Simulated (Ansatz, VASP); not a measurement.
# One calculation of LaP, two programs

Contents of INCAR:

```
SYSTEM = LaP
ALGO = Normal ; EDIFF = 1E-6
ENCUT = 520 ; GGA = CA
ISIF = 2 ; ISMEAR = -1
LASPH = .TRUE. ; LCHARG = .FALSE.
LREAL = .FALSE. ; LWAVE = .FALSE.
NBANDS = 15 ; NELM = 80
PREC = Accurate ; SIGMA = 0.05
```

File KPOINTS:

```
k-points
0
G
  10 10 10
  0 0 0
```

The input POSCAR:

```
LaP
1.0
    0.0000000000      2.4852065184      2.4852065184
    2.4852065184      0.0000000000      2.4852065184
    2.4852065184      2.4852065184      0.0000000000
La P
1 1
Direct
    0.0000000000      0.0000000000      0.0000000000
    0.5000000000      0.5000000000      0.5000000000
```

Input for Ansatz:

```yaml
crystal:
  lattice:
    - [0.0, 2.4852065184, 2.4852065184]
    - [2.4852065184, 0.0, 2.4852065184]
    - [2.4852065184, 2.4852065184, 0.0]
  atoms:
    - { symbol: La, position: [0.0, 0.0, 0.0] }
    - { symbol: P, position: [0.5, 0.5, 0.5] }
kpoints:
  mp_grid: { grid: [10, 10, 10] }
  band_path:
    path:
      - [0.0, 0.0, 0.0]
      - [0.5, 0.0, 0.5]
      - [0.625, 0.25, 0.625]
      - [0.375, 0.375, 0.75]
      - [0.0, 0.0, 0.0]
      - [0.5, 0.5, 0.5]
      - [0.5, 0.25, 0.75]
      - [0.5, 0.0, 0.5]
    npoints: 6
scf:
  occupations: { method: fermi_dirac, width: 0.05 }
hamiltonian:
  xc: lda
  pseudopotentials: { kind: all_electron, lapw: { basis_error: 0.001 } }
output:
  forces: true
  stress: true
  eigenvalues: true
  populations: true
```

Change from the starting cell: volume scaled by 0.55, LAPW.

Alike in both runs: task single point; functional LDA; k mesh 10 × 10 × 10; occupations fermi-dirac, width 0.05 eV; no spin polarisation.

|  | VASP | Ansatz |
| --- | --- | --- |
| version | VASP 6.6.1 | Ansatz 0.2.0 |
| potentials or method | VASP PAW LDA potentials, release 64 (La, P), cutoff 520 eV | all-electron LAPW, scalar-relativistic |

Ansatz gave:

```
pressure (GPa) : 103.1
```

Question: Estimate VASP's values.

Answer: Pressure (GPa): 102.8.

LDA's correlation is that of Perdew and Zunger in VASP and of Perdew and Wang (1992) in Ansatz. Both programs put the cell under a high pressure, so it lies far from rest at this level. Ansatz ran all-electron here, and VASP with PAW potentials.

Neither program's run includes spin-orbit coupling. Noted on VASP's run: the cell as given lies far from equilibrium.
